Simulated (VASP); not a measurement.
Crystal: FeO (Wuestite).

```
Fe O
1.0
     0.00000    2.15540    2.15540
     2.15540    0.00000    2.15540
     2.15540    2.15540    0.00000
Fe O
1 1
Direct
  0.00000 0.00000 0.00000
  0.50000 0.50000 0.50000
```

Base run:

| Property | Result |
| --- | --- |
| Program | VASP 6.6.1 |
| Functional | PBE |
| Potentials or basis | VASP PAW PBE potentials, release 64 (Fe, O) |
| Cutoff | 600 eV |
| k mesh | 10 × 10 × 10 |
| Occupations | fermi-dirac, width 0.05 eV |
| Spin | collinear spin, ferrimagnetic start |
| Starting moments | [2.18, -0.02] μB |
| Fixed moment | 2.1 μB |

Its results: pressure -18.1 GPa; site moments Fe +2.10; O -0.02 μB.

**Question.** The run is repeated on the same cell with these changes: fixed moment from 2.1 μB to 1.1 μB; moments at the start from [2.18, -0.02] to [1.15, -0.02]. What comes out?

**Answer.** Pressure -23.7 GPa; site moments Fe +1.11; O -0.01 μB.

Caveats: the total moment is fixed, so each spin has its own Fermi level; a cell with one magnetic atom can't hold antiferromagnetic order, which such compounds often take.
